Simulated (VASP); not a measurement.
# GaSb (Fm-3m) in VASP: further runs

GaSb is run at these levels: LDA; tasks: vibrations by perturbation theory.

Program: VASP 6.6.1. These are calculated values, not measurements. Logs are shortened: lines on timing, memory, paths and dates and some standing lists are left out, and cuts for length are marked.

### 1 The cell of the first run

The structure is cubic, space group Fm-3m (No. 225). Conventional cell: a = 5.740 Å, b = 5.740 Å, c = 5.740 Å, α = 90.00°, β = 90.00°, γ = 90.00°. Ga (site symmetry m-3m) has 6 Sb at 2.87 Å within 3.8 Å. Sb (site symmetry m-3m) has 6 Ga at 2.87 Å within 3.8 Å.

### 2 Vibrations by perturbation theory, LDA

File INCAR:

```
SYSTEM = GaSb
PREC     = Accurate       ! precision mode
ENCUT    = 520            ! plane-wave cutoff, eV
EDIFF    = 1E-8           ! SCF threshold, eV
ISMEAR   = -1             ! smearing method
SIGMA    = 0.15           ! smearing width, eV
LREAL    = .False.        ! projectors in reciprocal space
LASPH    = .True.         ! aspherical terms in the spheres
NELM     = 100            ! most SCF steps
ALGO     = Normal         ! electronic algorithm
ISIF     = 2              ! what is computed and relaxed
LWAVE    = .False.        ! write WAVECAR
LCHARG   = .False.        ! write CHGCAR
GGA      = CA             ! functional
NBANDS   = 16             ! bands
IBRION   = 8              ! ionic algorithm
NSW      = 1              ! ionic steps
```

File KPOINTS:

```
regular mesh
0
Gamma
  12 12 12
  0 0 0
```

File POSCAR:

```
GaSb
1.0
    0.0000000000      2.8699000000      2.8699000000
    2.8699000000      0.0000000000      2.8699000000
    2.8699000000      2.8699000000      0.0000000000
Ga Sb
1 1
Direct
    0.0000000000      0.0000000000      0.0000000000
    0.5000000000      0.5000000000      0.5000000000
```

Potentials or basis: VASP PAW LDA potentials, release 64 (Ga_d, Sb).

The run is started by

```bash
cat potpaw_LDA.64/Ga_d/POTCAR potpaw_LDA.64/Sb/POTCAR > POTCAR
mpirun -np 1 vasp_std > vasp.out
```

OUTCAR:

```text
SYSTEM = GaSb
   PREC = Accurate
   ENCUT = 520
   EDIFF = 1E-8
   ISMEAR = -1
   LREAL = .False.
   LASPH = .True.
   NELM = 100
   ISIF = 2
   GGA = CA
   IBRION = 8
   NSW = 1

 ion  position               nearest neighbor table
   1  0.000  0.000  0.000-   2 2.87   2 2.87   2 2.87   2 2.87   2 2.87   2 2.87
   2  0.500  0.500  0.500-   1 2.87   1 2.87   1 2.87   1 2.87   1 2.87   1 2.87

  LATTYP: Found a face centered cubic cell.
 ALAT       =     5.7398000000

  Lattice vectors:

 A1 = (   0.0000000000,   2.8699000000,   2.8699000000)
 A2 = (   2.8699000000,   0.0000000000,   2.8699000000)
 A3 = (   2.8699000000,   2.8699000000,   0.0000000000)

Analysis of symmetry for initial positions (statically):
=====================================================================
 Subroutine PRICEL returns:
 Original cell was already a primitive cell.

 Routine SETGRP: Setting up the symmetry group for a
 face centered cubic supercell.

 Subroutine GETGRP returns: Found 48 space group operations
 (whereof 48 operations were pure point group operations)
 out of a pool of 48 trial point group operations.

The static configuration has the point symmetry O_h .

Analysis of symmetry for dynamics (positions and initial velocities):
=====================================================================
 Subroutine PRICEL returns:
 Original cell was already a primitive cell.

 Routine SETGRP: Setting up the symmetry group for a
 face centered cubic supercell.

 Subroutine GETGRP returns: Found 48 space group operations
 (whereof 48 operations were pure point group operations)
 out of a pool of 48 trial point group operations.

The dynamic configuration has the point symmetry O_h .

 Subroutine INISYM returns: Found 48 space group operations
 (whereof 48 operations are pure point group operations),
 and found     1 'primitive' translations

[... 616 lines left out ...]
  external PRESSURE =     -26.8513101 kB  Pullay stress =       0.0000000 kB

 VOLUME and BASIS-vectors are now :
 -----------------------------------------------------------------------------
  energy-cutoff  :      520.00
  volume of cell :       47.27
      direct lattice vectors                 reciprocal lattice vectors
     0.000000000  2.869900000  2.869900000    -0.174222098  0.174222098  0.174222098
     2.869900000  0.000000000  2.869900000     0.174222098 -0.174222098  0.174222098
     2.869900000  2.869900000  0.000000000     0.174222098  0.174222098 -0.174222098

 POSITION                                       TOTAL-FORCE (eV/Angst)
 -----------------------------------------------------------------------------------
      0.00000      0.00000      0.00000         0.000000     -0.000000     -0.000000
      2.86990      2.86990      2.86990        -0.000000      0.000000      0.000000
 -----------------------------------------------------------------------------------
    total drift:                               -0.000000      0.000000      0.000000

  FREE ENERGIE OF THE ION-ELECTRON SYSTEM (eV)
  ---------------------------------------------------
  free  energy   TOTEN  =        -8.3910813947 eV

  energy  without entropy=       -8.3081284969  energy(sigma->0) =       -8.34960495

[... ionic steps 2 to 3 ...]

--------------------------------------- Ionic step        4  -------------------------------------------

------------------------ aborting loop because EDIFF is reached ----------------------------------------

[... ionic steps 5 to 6 ...]

--------------------------------------- Ionic step        7  -------------------------------------------

 Free energy of the ion-electron system (eV)
  ---------------------------------------------------
  ---------------------------------------------------
  free energy    TOTEN  =        -0.02465938 eV

  energy without entropy =       -0.02465938

------------------------ aborting loop because EDIFF is reached ----------------------------------------

 INTERNAL STRAIN TENSOR  FOR ION    2  DIRECTION 1   (eV/Angst):
 -----------------------------------------------------------------------------
    -0.04821 -0.00000  0.00000
    -0.00000  0.03378  0.00000
     0.00000  0.00000  0.03378

 INTERNAL STRAIN TENSOR FOR ION    2 for displacements in x,y,z  (eV/Angst):
          X           Y           Z          XY          YZ          ZX
  --------------------------------------------------------------------------------
  x     0.00000     0.00000     0.00000     0.00000     0.00000     0.00000
  y     0.00000     0.00000     0.00000     0.00000     0.00000     0.00000
  z     0.00000     0.00000     0.00000     0.00000     0.00000     0.00000

 SECOND DERIVATIVES (NOT SYMMETRIZED)
 ------------------------------------
               1X          1Y          1Z          2X          2Y          2Z
  1X    -1.865004    0.000000    0.000000    1.865004    0.000000    0.000000
  1Y     0.000000   -1.865004    0.000000    0.000000    1.865004    0.000000
  1Z     0.000000    0.000000   -1.865004    0.000000    0.000000    1.865004
  2X     1.894451    0.000000    0.000000   -1.894451    0.000000    0.000000
  2Y     0.000000    1.894451    0.000000    0.000000   -1.894451    0.000000
  2Z     0.000000    0.000000    1.894451    0.000000    0.000000   -1.894451

 Eigenvectors and eigenvalues of the dynamical matrix
 ----------------------------------------------------

   1 f  =    3.215658 THz    20.204578 2PiTHz  107.262820 cm-1    13.298889 meV
             X         Y         Z           dx          dy          dz
      0.000000  0.000000  0.000000     0.000000    0.795123    0.000000
      2.869900  2.869900  2.869900     0.000000   -0.606448    0.000000
[... 21 lines left out ...]
   6 f/i=    0.012145 THz     0.076312 2PiTHz    0.405130 cm-1     0.050230 meV
             X         Y         Z           dx          dy          dz
      0.000000  0.000000  0.000000     0.000000    0.000000   -0.606448
      2.869900  2.869900  2.869900     0.000000    0.000000   -0.795123

--------------------------------------------------------------------------------------------------------

 ELASTIC MODULI CONTR FROM IONIC RELAXATION (kBar)
 Direction    XX          YY          ZZ          XY          YZ          ZX
 --------------------------------------------------------------------------------
 XX           0.0000      0.0000      0.0000      0.0000      0.0000      0.0000
 YY           0.0000      0.0000      0.0000      0.0000      0.0000      0.0000
 ZZ           0.0000      0.0000      0.0000      0.0000      0.0000      0.0000
 XY           0.0000      0.0000      0.0000      0.0000      0.0000      0.0000
 YZ           0.0000      0.0000      0.0000      0.0000      0.0000      0.0000
 ZX           0.0000      0.0000      0.0000      0.0000      0.0000      0.0000
 --------------------------------------------------------------------------------
```

It took 12 min on 1 thread of Intel Xeon 8259CL, shared host; peak memory 0.43 GiB.

Results:

```
Highest phonon frequency at Γ, LO-TO splitting left out : 107 cm⁻¹
```

Phonon frequencies in cm⁻¹ (negative: imaginary):
| q point | frequencies |
| --- | --- |
| (0.000, 0.000, 0.000) | 0 0 0 107 107 107 |

Caveat: the cell stands under pressure or tension, which shifts response properties; spin-orbit coupling is left out, which moves the levels of the heavy elements.

### 3 Vibrations by perturbation theory, LDA

This run uses another cell than the first one, of 19.55 Å³/atom.

File INCAR:

```
SYSTEM = GaSb
  PREC = Accurate
  ENCUT = 520
  EDIFF = 1E-8
  ISMEAR = -1
  SIGMA = 0.15
  LREAL = .False.
  LASPH = .True.
  NELM = 60
  ALGO = Normal
  ISIF = 2
  LWAVE = .False.
  LCHARG = .True.
  NBANDS = 16
  IBRION = 8
  NSW = 1
```

File KPOINTS:

```
Automatic mesh
0
Gamma
  14 14 14
  0 0 0
```

File POSCAR:

```
GaSb
1.0
    0.0000000000      2.6941000000      2.6941000000
    2.6941000000      0.0000000000      2.6941000000
    2.6941000000      2.6941000000      0.0000000000
Ga Sb
1 1
Direct
    0.0000000000      0.0000000000      0.0000000000
    0.5000000000      0.5000000000      0.5000000000
```

Potentials or basis: VASP PAW LDA potentials, release 64 (Ga_d, Sb).

The run is started by

```bash
cat potpaw_LDA.64/Ga_d/POTCAR potpaw_LDA.64/Sb/POTCAR > POTCAR
mpirun -np 1 vasp_std > vasp.out
```

OUTCAR:

```text
SYSTEM = GaSb
   PREC = Accurate
   ENCUT = 520
   EDIFF = 1E-8
   ISMEAR = -1
   LREAL = .False.
   LASPH = .True.
   NELM = 60
   ISIF = 2
   IBRION = 8
   NSW = 1

 ion  position               nearest neighbor table
   1  0.000  0.000  0.000-   2 2.69   2 2.69   2 2.69   2 2.69   2 2.69   2 2.69
   2  0.500  0.500  0.500-   1 2.69   1 2.69   1 2.69   1 2.69   1 2.69   1 2.69

  LATTYP: Found a face centered cubic cell.
 ALAT       =     5.3882000000

  Lattice vectors:

 A1 = (   0.0000000000,   2.6941000000,   2.6941000000)
 A2 = (   2.6941000000,   0.0000000000,   2.6941000000)
 A3 = (   2.6941000000,   2.6941000000,   0.0000000000)

Analysis of symmetry for initial positions (statically):
=====================================================================
 Subroutine PRICEL returns:
 Original cell was already a primitive cell.

 Routine SETGRP: Setting up the symmetry group for a
 face centered cubic supercell.

 Subroutine GETGRP returns: Found 48 space group operations
 (whereof 48 operations were pure point group operations)
 out of a pool of 48 trial point group operations.

The static configuration has the point symmetry O_h .

Analysis of symmetry for dynamics (positions and initial velocities):
=====================================================================
 Subroutine PRICEL returns:
 Original cell was already a primitive cell.

 Routine SETGRP: Setting up the symmetry group for a
 face centered cubic supercell.

 Subroutine GETGRP returns: Found 48 space group operations
 (whereof 48 operations were pure point group operations)
 out of a pool of 48 trial point group operations.

The dynamic configuration has the point symmetry O_h .

 Subroutine INISYM returns: Found 48 space group operations
 (whereof 48 operations are pure point group operations),
 and found     1 'primitive' translations

----------------------------------------------------------------------------------------

                                     Primitive cell

  volume of cell :      39.1085

  direct lattice vectors                    reciprocal lattice vectors
     0.000000000  2.694100000  2.694100000    -0.185590735  0.185590735  0.185590735
     2.694100000  0.000000000  2.694100000     0.185590735 -0.185590735  0.185590735
     2.694100000  2.694100000  0.000000000     0.185590735  0.185590735 -0.185590735

  length of vectors
     3.810032758  3.810032758  3.810032758     0.321452583  0.321452583  0.321452583

  position of ions in fractional coordinates (direct lattice)
     0.000000000  0.000000000  0.000000000
     0.500000000  0.500000000  0.500000000

  ion indices of the primitive-cell ions
   primitive index   ion index
                 1           1
                 2           2
[... 124 lines left out ...]
 cond. band min:       8.8662164116   @ k =   0.5000   0.2143   0.0000
 fundamental gap:      0.0278983288
 Fermi energy:         8.8595084734

 k-point     1 :       0.0000    0.0000    0.0000
  band No.  band energies     occupation
      1      -6.3710      2.00000
      2      -6.3710      2.00000
      3      -6.3416      2.00000
      4      -6.3416      2.00000
      5      -6.3416      2.00000
      6      -4.7084      2.00000
[... 433 lines left out ...]
      3      -6.3491      2.00000
      4      -6.3279      2.00000
      5      -6.3228      2.00000
      6      -3.5467      2.00000
[... 8 lines left out ...]
     15      18.5708      0.00000
     16      18.6285      0.00000

 [... further k-points ...]

------------------------ aborting loop because EDIFF is reached ----------------------------------------

  FORCE on cell =-STRESS in cart. coord.  units (eV):
  Direction    XX          YY          ZZ          XY          YZ          ZX
  --------------------------------------------------------------------------------------
  -------------------------------------------------------------------------------------
  Total        3.4578839      3.4578839      3.4578839      0.0000000      0.0000000      0.0000000
  in kB      141.6608555    141.6608555    141.6608555      0.0000000      0.0000000      0.0000000
  external PRESSURE =     141.6608555 kB  Pullay stress =       0.0000000 kB

 VOLUME and BASIS-vectors are now :
 -----------------------------------------------------------------------------
  energy-cutoff  :      520.00
  volume of cell :       39.11
      direct lattice vectors                 reciprocal lattice vectors
     0.000000000  2.694100000  2.694100000    -0.185590735  0.185590735  0.185590735
     2.694100000  0.000000000  2.694100000     0.185590735 -0.185590735  0.185590735
     2.694100000  2.694100000  0.000000000     0.185590735  0.185590735 -0.185590735

 POSITION                                       TOTAL-FORCE (eV/Angst)
 -----------------------------------------------------------------------------------
      0.00000      0.00000      0.00000         0.000000      0.000000      0.000000
      2.69410      2.69410      2.69410        -0.000000     -0.000000     -0.000000
 -----------------------------------------------------------------------------------
    total drift:                               -0.000000     -0.000000      0.000000

  FREE ENERGIE OF THE ION-ELECTRON SYSTEM (eV)
  ---------------------------------------------------
  free  energy   TOTEN  =        -8.1761713708 eV

  energy  without entropy=       -8.1133494013  energy(sigma->0) =       -8.14476039

[... ionic steps 2 to 3 ...]

--------------------------------------- Ionic step        4  -------------------------------------------

------------------------ aborting loop because EDIFF is reached ----------------------------------------

[... ionic steps 5 to 6 ...]

--------------------------------------- Ionic step        7  -------------------------------------------

 Free energy of the ion-electron system (eV)
  ---------------------------------------------------
  ---------------------------------------------------
  free energy    TOTEN  =        -0.02398045 eV

  energy without entropy =       -0.02398045

------------------------ aborting loop because EDIFF is reached ----------------------------------------

 INTERNAL STRAIN TENSOR  FOR ION    2  DIRECTION 1   (eV/Angst):
 -----------------------------------------------------------------------------
    -0.05854 -0.00000 -0.00000
     0.00000  0.03762 -0.00000
    -0.00000 -0.00000  0.03762

 INTERNAL STRAIN TENSOR FOR ION    2 for displacements in x,y,z  (eV/Angst):
          X           Y           Z          XY          YZ          ZX
  --------------------------------------------------------------------------------
  x     0.00000     0.00000     0.00000     0.00000     0.00000     0.00000
  y     0.00000     0.00000     0.00000     0.00000     0.00000     0.00000
  z     0.00000     0.00000     0.00000     0.00000     0.00000     0.00000

 SECOND DERIVATIVES (NOT SYMMETRIZED)
 ------------------------------------
               1X          1Y          1Z          2X          2Y          2Z
  1X    -5.228879    0.000000    0.000000    5.228879    0.000000    0.000000
  1Y     0.000000   -5.228879    0.000000    0.000000    5.228879    0.000000
  1Z     0.000000    0.000000   -5.228879    0.000000    0.000000    5.228879
  2X     5.227562    0.000000    0.000000   -5.227562    0.000000    0.000000
  2Y     0.000000    5.227562    0.000000    0.000000   -5.227562    0.000000
  2Z     0.000000    0.000000    5.227562    0.000000    0.000000   -5.227562

 Eigenvectors and eigenvalues of the dynamical matrix
 ----------------------------------------------------

   1 f  =    5.368666 THz    33.732321 2PiTHz  179.079411 cm-1    22.203007 meV
             X         Y         Z           dx          dy          dz
      0.000000  0.000000  0.000000     0.000000    0.797445    0.000000
      2.694100  2.694100  2.694100     0.000000   -0.603392    0.000000
[... 21 lines left out ...]
   6 f/i=    0.000325 THz     0.002045 2PiTHz    0.010857 cm-1     0.001346 meV
             X         Y         Z           dx          dy          dz
      0.000000  0.000000  0.000000     0.000000    0.000000   -0.603392
      2.694100  2.694100  2.694100     0.000000    0.000000   -0.797445

--------------------------------------------------------------------------------------------------------

 ELASTIC MODULI CONTR FROM IONIC RELAXATION (kBar)
 Direction    XX          YY          ZZ          XY          YZ          ZX
 --------------------------------------------------------------------------------
 XX           0.0000      0.0000      0.0000      0.0000      0.0000      0.0000
 YY           0.0000      0.0000      0.0000      0.0000      0.0000      0.0000
 ZZ           0.0000      0.0000      0.0000      0.0000      0.0000      0.0000
 XY           0.0000      0.0000      0.0000      0.0000      0.0000      0.0000
 YZ           0.0000      0.0000      0.0000      0.0000      0.0000      0.0000
 ZX           0.0000      0.0000      0.0000      0.0000      0.0000      0.0000
 --------------------------------------------------------------------------------
```

OSZICAR:

```text
N       E                     dE             d eps       ncg     rms          rms(c)
DAV:   1     0.792602855107E+02    0.79260E+02   -0.86220E+03  3456   0.158E+03
DAV:   2    -0.238965617796E+01   -0.81650E+02   -0.78753E+02  3848   0.307E+02
DAV:   3    -0.813871032403E+01   -0.57491E+01   -0.57232E+01  4144   0.627E+01
DAV:   4    -0.822648677766E+01   -0.87776E-01   -0.87760E-01  3968   0.850E+00
[... 35 lines left out ...]
RMM:   7    -0.239799393608E-01    0.11131E-05   -0.44212E-08 15484   0.121E-03    0.526E-04
RMM:   8    -0.239806229673E-01   -0.68361E-06   -0.77175E-09 15014   0.505E-04    0.573E-05
RMM:   9    -0.239805505433E-01    0.72424E-07   -0.37278E-10 16135   0.139E-04    0.333E-05
RMM:  10    -0.239804550545E-01    0.95489E-07    0.65732E-11 14984   0.515E-05    0.308E-06
RMM:  11    -0.239804476139E-01    0.74406E-08    0.55256E-10 16210   0.207E-05    0.422E-06
 Linear response finished
```

stdout:

```text
POSCAR found type information on POSCAR GaSb
 POSCAR found :  2 types and       2 ions
 scaLAPACK will be used
 LDA part: xc-table for (Slater(with rela. corr.)+CA(PZ))
 , standard interpolation
 POSCAR, INCAR and KPOINTS ok, starting setup
 FFT: planning ... GRIDC
 FFT: planning ... GRID_SOFT
 FFT: planning ... GRID
 WAVECAR not read
 entering main loop
 Linear response reoptimize wavefunctions to high precision
 Linear response DOF=           2
 Linear response progress:
 first order change of Fermi-energy  -0.26739E-03
 force on displaced ion       1 direction 1 :  -5.229   0.000   0.000
 Linear response progress:
 first order change of Fermi-energy   0.55048E-03
 force on displaced ion       2 direction 1 :  -5.228   0.000   0.000
 Linear response finished
```

Run time: 12 min. Hardware: 1 thread of Intel Xeon 8259CL, shared host; peak memory 0.43 GiB.

What came out:

```
Highest phonon frequency at Γ, LO-TO splitting left out : 179 cm⁻¹
```

Phonon frequencies in cm⁻¹ (negative: imaginary):
```csv
q point,frequencies
"(0.000, 0.000, 0.000)",0 0 0 179 179 179
```

Caveat: the cell stands under pressure or tension, which shifts response properties; spin-orbit coupling is left out, which moves the levels of the heavy elements.
